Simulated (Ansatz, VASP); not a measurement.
## One calculation of Al, two programs

```
Al
1.0
    -2.82220    0.00000    0.00000
    -1.41110   -2.44410    0.00000
    -2.11665   -1.22205   18.52412
Al
8
Direct
  0.65625 0.65625 0.68750
  0.90625 0.90625 0.18750
  0.92708 0.92708 0.81250
  0.17708 0.17708 0.31250
  0.53125 0.53125 0.93750
  0.78125 0.78125 0.43750
  0.63542 0.63542 0.06250
  0.38542 0.38542 0.56250
```

Alike in both runs: task single point; functional r2SCAN; k mesh 19 × 19 × 3; occupations gaussian, width 0.15 eV; no spin polarisation.

|  | VASP | Ansatz |
| --- | --- | --- |
| version | VASP 6.6.1 | Ansatz 0.2.0 |
| potentials or method | VASP PAW PBE potentials, release 64 (Al), cutoff 520 eV | scalar-relativistic, plane waves, PAW |
| valence electrons in the cell | 24 | 24 |

|  | VASP | Ansatz | Ansatz less VASP |
| --- | --- | --- | --- |
| gap on the k mesh at the Fermi level (eV) | none | none | - |
| pressure (GPa) | 0.8 | 1.1 | +0.32 |
| traceless stress, the component that is largest in VASP (GPa) | 1.66 | 1.66 | +0.001 |
| rms of the force components (eV/Å) | 0.339 | 0.339 | +0.0004 |

VASP's potentials were made for PBE, not for r2SCAN. Atom by atom the forces differ by 0.001 eV/Å (rms over components). A gap of «none» marks a metal or a gap that the smearing closes.
